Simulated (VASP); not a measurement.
Crystal: NaCl.

```xyz
2
Lattice="0.0000 2.8027 2.8027 2.8027 0.0000 2.8027 2.8027 2.8027 0.0000" Properties=species:S:1:pos:R:3 pbc="T T T"
Na    0.0000    0.0000    0.0000
Cl    2.8027    2.8027    2.8027
```

Base run:

| Property | Result |
| --- | --- |
| Program | VASP 6.6.1 |
| Functional | PBEsol |
| Potentials or basis | VASP PAW PBE potentials, release 64 (Na_pv, Cl) |
| Cutoff | 520 eV |
| k mesh | 6 × 6 × 6 |
| Occupations | gaussian, width 0.01 eV |
| Spin | no spin polarisation |

Its results: band gap on the k mesh 5.00 eV; pressure 0.0 GPa.

The run is repeated on the same cell with these changes: cutoff from 520 eV to 500 eV; k mesh from 6 × 6 × 6 to 2 × 2 × 2. What comes out?

Band gap on the k mesh 4.92 eV; pressure 2.2 GPa.

Caveats: some runs use coarse meshes; the PAW data sets were made with another functional, which shifts forces and pressure a little.

